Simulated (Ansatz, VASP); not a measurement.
Pt in VASP and in Ansatz

```
Pt
1.0
     0.00000    1.97058    1.97058
     1.97058    0.00000    1.97058
     1.97058    1.97058    0.00000
Pt
1
Direct
  0.00000 0.00000 0.00000
```

Alike in both runs: task single point; functional r2SCAN; k mesh 14 × 14 × 14; occupations gaussian, width 0.03 eV; no spin polarisation.

|  | VASP | Ansatz |
| --- | --- | --- |
| version | VASP 6.6.1 | Ansatz 0.2.0 |
| potentials or method | VASP PAW PBE potentials, release 64 (Pt), cutoff 520 eV | plane waves (500 eV) with PAW, scalar-relativistic |
| valence electrons in the cell | 10 | 18 |

VASP gave:

| Quantity | Value |
| --- | --- |
| pressure (GPa) | 0.2 |

**Question.** Which values does Ansatz return?

**Answer.** Pressure (GPa): -0.5.

VASP's potentials were made for PBE, not for r2SCAN. With one functional, cell and mesh, what is left measures potentials, basis and numerics. VASP's potentials hold 10 valence electrons a cell and Ansatz's 18, so a difference there can come from the potentials and not from the codes.

Neither program's run includes spin-orbit coupling.
